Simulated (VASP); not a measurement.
A run of VASP 6.6.1 is set up as follows.

File INCAR:

```
ALGO = Normal
EDIFF = 1E-6
ENCUT = 520
GGA = PE
ISIF = 2
ISMEAR = 0
LASPH = T
LCHARG = T
LELF = T
LREAL = F
LVHAR = T
LWAVE = F
NBANDS = 11
NELM = 80
PREC = Accurate
SIGMA = 0.05
```

KPOINTS

```
k-points
0
Gamma
  10 10 10
```

POSCAR

```
Si
1.0
    0.0000000000      2.5105919399      3.0117060911
    2.5105919399      0.0000000000      3.0117060911
    2.5105919399      2.5105919399      0.0000000000
Si
2
Direct
    0.5000000000      0.5000000000      0.5000000000
    0.7500000000      0.7500000000      0.7500000000
```

Potentials or basis: VASP PAW PBE potentials, release 64 (Si).

Run with:

```bash
$ cat potpaw_PBE.64/Si/POTCAR > POTCAR
$ mpirun -np 1 vasp_std > vasp.out
```

Q: Estimate the band gap on the k mesh.

A: Zero (bands 4 and 5 overlap by 0.57 eV).

Q: What does it give for the pressure?

A: 6.1 GPa.

Stress tensor (GPa, compression positive):
```
13.26  0.00  0.00
 0.00 13.26  0.00
 0.00  0.00 -8.17
```

Caveat: the cell stands under pressure; semilocal functionals underestimate gaps, so a narrow gap can read as zero.
